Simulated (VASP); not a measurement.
# TiAl (km) (Pm-3m) in VASP: single point with PBEsol

Aim: the single point of TiAl (km) with PBEsol.

All numbers are computed with VASP 6.6.1; they aren't measurements. Logs are shortened: lines on timing, memory, paths and dates and some standing lists are left out, and cuts for length are marked.

## (1) The cell of the first run

It takes space group Pm-3m (No. 221, cubic). Conventional cell: a = 3.156 Å, b = 3.156 Å, c = 3.156 Å, α = 90.00°, β = 90.00°, γ = 90.00°. Within 3.6 Å of Ti (site symmetry m-3m) lie 8 Al at 2.73 Å and 6 Ti at 3.16 Å. Within 3.6 Å of Al (site symmetry m-3m) lie 8 Ti at 2.73 Å and 6 Al at 3.16 Å.

## (2) Single point, PBEsol

The input, INCAR:

```
PREC     = Accurate       # precision mode
ENCUT    = 520            # plane-wave cutoff, eV
EDIFF    = 1E-7           # SCF threshold, eV
ISMEAR   = 0              # smearing method
SIGMA    = 0.1            # smearing width, eV
LREAL    = F              # projectors in reciprocal space
LASPH    = T              # aspherical terms in the spheres
NELM     = 60             # most SCF steps
ALGO     = Normal         # electronic algorithm
ISIF     = 2              # what is computed and relaxed
LWAVE    = F              # write WAVECAR
LCHARG   = F              # write CHGCAR
GGA      = PS             # functional
NBANDS   = 14             # bands
```

The input, KPOINTS:

```
Automatic mesh
0
Gamma
  6 6 6
```

The input, POSCAR:

```
TiAl
1.0
    3.1557967821      0.0000000000      0.0000000000
    0.0000000000      3.1557967821      0.0000000000
    0.0000000000      0.0000000000      3.1557967821
Ti Al
1 1
Direct
    0.0000000000      0.0000000000      0.0000000000
    0.5000000000      0.5000000000      0.5000000000
```

Potentials or basis: VASP PAW PBE potentials, release 64 (Ti_sv, Al).

On the command line:

```console
$ cat potpaw_PBE.64/Ti_sv/POTCAR potpaw_PBE.64/Al/POTCAR > POTCAR
$ mpirun -np 1 vasp_std > vasp.out
```

OUTCAR:

```text
PREC = Accurate
   ENCUT = 520
   EDIFF = 1E-7
   ISMEAR = 0
   LREAL = F
   LASPH = T
   NELM = 60
   ISIF = 2
   GGA = PS

 ion  position               nearest neighbor table
   1  0.000  0.000  0.000-   2 2.73   2 2.73   2 2.73   2 2.73   2 2.73   2 2.73   2 2.73   2 2.73

   2  0.500  0.500  0.500-   1 2.73   1 2.73   1 2.73   1 2.73   1 2.73   1 2.73   1 2.73   1 2.73

  LATTYP: Found a simple cubic cell.
 ALAT       =     3.1557967821

  Lattice vectors:

 A1 = (   3.1557967821,   0.0000000000,   0.0000000000)
 A2 = (   0.0000000000,   3.1557967821,   0.0000000000)
 A3 = (   0.0000000000,   0.0000000000,   3.1557967821)

Analysis of symmetry for initial positions (statically):
=====================================================================
 Subroutine PRICEL returns:
 Original cell was already a primitive cell.

 Routine SETGRP: Setting up the symmetry group for a
 simple cubic supercell.

 Subroutine GETGRP returns: Found 48 space group operations
 (whereof 48 operations were pure point group operations)
 out of a pool of 48 trial point group operations.

The static configuration has the point symmetry O_h .

Analysis of symmetry for dynamics (positions and initial velocities):
=====================================================================
 Subroutine PRICEL returns:
 Original cell was already a primitive cell.

 Routine SETGRP: Setting up the symmetry group for a
 simple cubic supercell.

 Subroutine GETGRP returns: Found 48 space group operations
 (whereof 48 operations were pure point group operations)
 out of a pool of 48 trial point group operations.

The dynamic configuration has the point symmetry O_h .

 Subroutine INISYM returns: Found 48 space group operations
 (whereof 48 operations are pure point group operations),
 and found     1 'primitive' translations

----------------------------------------------------------------------------------------

                                     Primitive cell

  volume of cell :      31.4287

  direct lattice vectors                    reciprocal lattice vectors
     3.155796782  0.000000000  0.000000000     0.316877185  0.000000000  0.000000000
     0.000000000  3.155796782  0.000000000     0.000000000  0.316877185  0.000000000
     0.000000000  0.000000000  3.155796782     0.000000000  0.000000000  0.316877185

  length of vectors
     3.155796782  3.155796782  3.155796782     0.316877185  0.316877185  0.316877185

  position of ions in fractional coordinates (direct lattice)
     0.000000000  0.000000000  0.000000000
     0.500000000  0.500000000  0.500000000

  ion indices of the primitive-cell ions
   primitive index   ion index
                 1           1
                 2           2

----------------------------------------------------------------------------------------

 KPOINTS: Automatic mesh

Automatic generation of k-mesh.
 Grid dimensions read from file:
 generate k-points for:    6    6    6

 Generating k-lattice:

  Cartesian coordinates                     Fractional coordinates (reciprocal lattice)
     0.052812864  0.000000000  0.000000000     0.166666667  0.000000000  0.000000000
     0.000000000  0.052812864  0.000000000     0.000000000  0.166666667  0.000000000
     0.000000000  0.000000000  0.052812864     0.000000000  0.000000000  0.166666667

  Length of vectors
     0.052812864  0.052812864  0.052812864

  Shift w.r.t. Gamma in fractional coordinates (k-lattice)
     0.000000000  0.000000000  0.000000000

 Subroutine IBZKPT returns following result:
 ===========================================

 Found     20 irreducible k-points:

 Following reciprocal coordinates:
            Coordinates               Weight
  0.000000  0.000000  0.000000      1.000000
  0.166667  0.000000  0.000000      6.000000
  0.333333  0.000000  0.000000      6.000000
  0.500000  0.000000  0.000000      3.000000
  0.166667  0.166667  0.000000     12.000000
  0.333333  0.166667  0.000000     24.000000
[... 12 lines left out ...]
  0.500000  0.500000  0.333333      6.000000
  0.500000  0.500000  0.500000      1.000000
   k-points           NKPTS =     20   k-points in BZ     NKDIM =     20   number of bands    NBANDS=     14
   number of dos      NEDOS =    301   number of ions     NIONS =      2
   total plane-waves  NPLWV =  13824
   dimension x,y,z NGX =    24 NGY =   24 NGZ =   24
   dimension x,y,z NGXF=    48 NGYF=   48 NGZF=   48
   ions per type =               1   1
   NGX,Y,Z   is equivalent  to a cutoff of  12.64, 12.64, 12.64 a.u.
   NGXF,Y,Z  is equivalent  to a cutoff of  25.29, 25.29, 25.29 a.u.
 SYSTEM =  unknown system
   PREC   = accura    normal or accurate (medium, high low for compatibility)
   ISTART =      0    job   : 0-new  1-cont  2-samecut
   ICHARG =      2    charge: 1-file 2-atom 10-const
   ISPIN  =      1    spin polarized calculation?
   LNONCOLLINEAR =      F non collinear calculations
   LSORBIT =      F    spin-orbit coupling
   LASPH  =      T    aspherical Exc in radial PAW
   ENCUT  =  520.0 eV  38.22 Ry    6.18 a.u.   5.87  5.87  5.87*2*pi/ulx,y,z
   NELM   =     60;   NELMIN=  2; NELMDL= -5     # of ELM steps
   EDIFF  = 0.1E-06   stopping-criterion for ELM
   LREAL  =      F    real-space projection
   EDIFFG = 0.1E-05   stopping-criterion for IOM
   NSW    =      0    number of steps for IOM
   IBRION =     -1    ionic relax: 0-MD 1-quasi-New 2-CG
   NFREE  =      0    steps in history (QN), initial steepest desc. (CG)
   ISIF   =      2    stress and relaxation
   ISYM   =      2    0-nonsym 1-usesym 2-fastsym
   POTIM  = 0.5000    time-step for ionic-motion
   TEBEG  =    0.0;   TEEND  =   0.0 temperature during run
   PSTRESS=    0.0 pullay stress
   NELECT =      15.0000    total number of electrons
   NUPDOWN=      -1.0000    fix difference up-down
   EMIN   =  10.00;   EMAX   =-10.00  energy-range for DOS
   EFERMI =   0.00;   METHOD = LEGACY
   ISMEAR =     0;   SIGMA  =   0.10  broadening in eV -4-tet -1-fermi 0-gaus
   EFERMI_NEDOS =   21; number of points for ismear=-14 and -15
   IALGO  =     38    algorithm
   IMIX   =      4    mixing-type and parameters
     AMIX     =   0.40;   BMIX     =  1.00
     AMIX_MAG =   1.60;   BMIX_MAG =  1.00
  volume/ion in A,a.u.               =      15.71       106.05
  Fermi-wavevector in a.u.,A,eV,Ry     =   1.279370  2.417659 22.269853  1.636788
  Thomas-Fermi vector in A             =   2.411860
   LORBIT       =      0    0 simple, 1 ext, 2 COOP (PROOUT), +10 PAW based schemes
   GGA     = PS    functional components
   LHFCALC =     F    Hartree Fock is set to
   AEXX    =    0.0000 exact exchange contribution
   IVDW    =     0    specifies the selected vdW correction
   LEPSILON=     F    determine dielectric tensor
   LRPA    =     F    only Hartree local field effects (RPA)
 non-spin polarized calculation
 Gauss-broadening in eV      SIGMA  =   0.10
  energy-cutoff  :      520.00
  volume of cell :       31.43
 maximum number of plane-waves:       868
 NGX is ok and might be reduce to    24
   NGX = 11   NGY = 11   NGZ = 11

 number of electron      14.9999993 magnetization

 Free energy of the ion-electron system (eV)
  ---------------------------------------------------
  ext. energy  EPLUGINS =         0.00000000
  ---------------------------------------------------
  free energy    TOTEN  =       -12.97429928 eV

  energy without entropy =      -12.96242086  energy(sigma->0) =      -12.96836007

 E-fermi :   8.9262     XC(G=0): -11.2854

 val. band max:        8.8589912303   @ k =   0.3333   0.3333   0.1667
 cond. band min:       8.9867702831   @ k =   0.3333   0.1667   0.0000
 fundamental gap:      0.1277790528
 Fermi energy:         8.9262003013

 k-point     1 :       0.0000    0.0000    0.0000
  band No.  band energies     occupation
      1     -47.6970      2.00000
      2     -23.9977      2.00000
      3     -23.9977      2.00000
      4     -23.9977      2.00000
      5      -0.4457      2.00000
      6       7.4287      2.00000
      7       7.4287      2.00000
      8      10.7582      0.00000
      9      10.7582      0.00000
     10      10.7582      0.00000
     11      13.4327      0.00000
     12      13.4327      0.00000
     13      13.4327      0.00000
     14      17.8834      0.00000

 k-point     2 :       0.1667    0.0000    0.0000
  band No.  band energies     occupation
      1     -47.6928      2.00000
      2     -24.0454      2.00000
      3     -23.9935      2.00000
      4     -23.9935      2.00000
      5       0.0019      2.00000
      6       7.1191      2.00000
      7       7.6259      2.00000
      8      10.1447      0.00000
      9      10.1447      0.00000
     10      10.8100      0.00000
     11      12.2055      0.00000
     12      14.3765      0.00000
     13      14.3765      0.00000
     14      17.2933      0.00000

 k-point     3 :       0.3333    0.0000    0.0000
  band No.  band energies     occupation
      1     -47.6844      2.00000
      2     -24.1398      2.00000
      3     -23.9852      2.00000
      4     -23.9852      2.00000
      5       1.2744      2.00000
      6       5.5550      2.00000
      7       8.0798      2.00000
      8       9.3585      0.00000
      9       9.3585      0.00000
     10      10.9165      0.00000
     11      11.7534      0.00000
     12      16.0887      0.00000
     13      16.2242      0.00000
     14      16.2242      0.00000

 k-point     4 :       0.5000    0.0000    0.0000
  band No.  band energies     occupation
      1     -47.6802      2.00000
      2     -24.1865      2.00000
      3     -23.9810      2.00000
      4     -23.9810      2.00000
      5       2.8677      2.00000
      6       3.6591      2.00000
      7       8.3485      2.00000
      8       9.0567      0.06494
      9       9.0567      0.06494
     10      10.9712      0.00000
     11      12.0202      0.00000
     12      15.4667      0.00000
     13      18.3223      0.00000
     14      18.3223      0.00000

 k-point     5 :       0.1667    0.1667    0.0000
  band No.  band energies     occupation
      1     -47.6887      2.00000
      2     -24.0428      2.00000
      3     -24.0383      2.00000
      4     -23.9894      2.00000
      5       0.4325      2.00000
      6       7.2648      2.00000
      7       7.4403      2.00000
      8       9.4949      0.00000
      9      10.0644      0.00000
     10      10.4584      0.00000
     11      12.6085      0.00000
[... 208 lines left out ...]
 k-point    18 :       0.5000    0.3333    0.3333
  band No.  band energies     occupation
      1     -47.6561      2.00000
      2     -24.1477      2.00000
      3     -24.1002      2.00000
      4     -24.0973      2.00000
      5       4.5113      2.00000
      6       5.9100      2.00000
      7       6.3485      2.00000
      8       9.5723      0.00000
      9       9.8363      0.00000
     10      10.7532      0.00000
     11      11.8839      0.00000
     12      12.1489      0.00000
     13      14.5352      0.00000
     14      15.5957      0.00000

 k-point    19 :       0.5000    0.5000    0.3333
  band No.  band energies     occupation
      1     -47.6522      2.00000
      2     -24.1416      2.00000
      3     -24.1416      2.00000
      4     -24.0933      2.00000
      5       5.0614      2.00000
      6       5.9646      2.00000
      7       5.9646      2.00000
      8       9.7282      0.00000
      9      10.9302      0.00000
     10      11.1979      0.00000
     11      11.1979      0.00000
     12      11.8072      0.00000
     13      13.2688      0.00000
     14      15.7167      0.00000

 k-point    20 :       0.5000    0.5000    0.5000
  band No.  band energies     occupation
      1     -47.6482      2.00000
      2     -24.1357      2.00000
      3     -24.1357      2.00000
      4     -24.1357      2.00000
      5       5.7498      2.00000
      6       5.7498      2.00000
      7       5.7498      2.00000
      8       9.6888      0.00000
      9      11.8239      0.00000
     10      11.8239      0.00000
     11      11.8843      0.00000
     12      11.8843      0.00000
     13      11.8843      0.00000
     14      15.6386      0.00000

------------------------ aborting loop because EDIFF is reached ----------------------------------------

  FORCE on cell =-STRESS in cart. coord.  units (eV):
  Direction    XX          YY          ZZ          XY          YZ          ZX
  --------------------------------------------------------------------------------------
  -------------------------------------------------------------------------------------
  Total       -0.0192544     -0.0192544     -0.0192544      0.0000000     -0.0000000      0.0000000
  in kB       -0.9815524     -0.9815524     -0.9815524      0.0000000     -0.0000000      0.0000000
  external PRESSURE =      -0.9815524 kB  Pullay stress =       0.0000000 kB

 VOLUME and BASIS-vectors are now :
 -----------------------------------------------------------------------------
  energy-cutoff  :      520.00
  volume of cell :       31.43
      direct lattice vectors                 reciprocal lattice vectors
     3.155796782  0.000000000  0.000000000     0.316877185  0.000000000  0.000000000
     0.000000000  3.155796782  0.000000000     0.000000000  0.316877185  0.000000000
     0.000000000  0.000000000  3.155796782     0.000000000  0.000000000  0.316877185

 POSITION                                       TOTAL-FORCE (eV/Angst)
 -----------------------------------------------------------------------------------
      0.00000      0.00000      0.00000         0.000000      0.000000      0.000000
      1.57790      1.57790      1.57790         0.000000      0.000000      0.000000
 -----------------------------------------------------------------------------------
    total drift:                               -0.000000      0.000000      0.000000

  FREE ENERGIE OF THE ION-ELECTRON SYSTEM (eV)
  ---------------------------------------------------
  free  energy   TOTEN  =       -12.9742992775 eV

  energy  without entropy=      -12.9624208600  energy(sigma->0) =      -12.96836007
```

Wall time 8 s (1 thread of AMD EPYC 7R13 (Zen 3), shared host); peak memory 0.11 GiB.

What came out:

| Item | Value |
| --- | --- |
| Free energy | -12.9743 eV |
| Pressure | -0.1 GPa |

Caveat: the PAW data sets were made with another functional, which shifts forces and pressure a little.
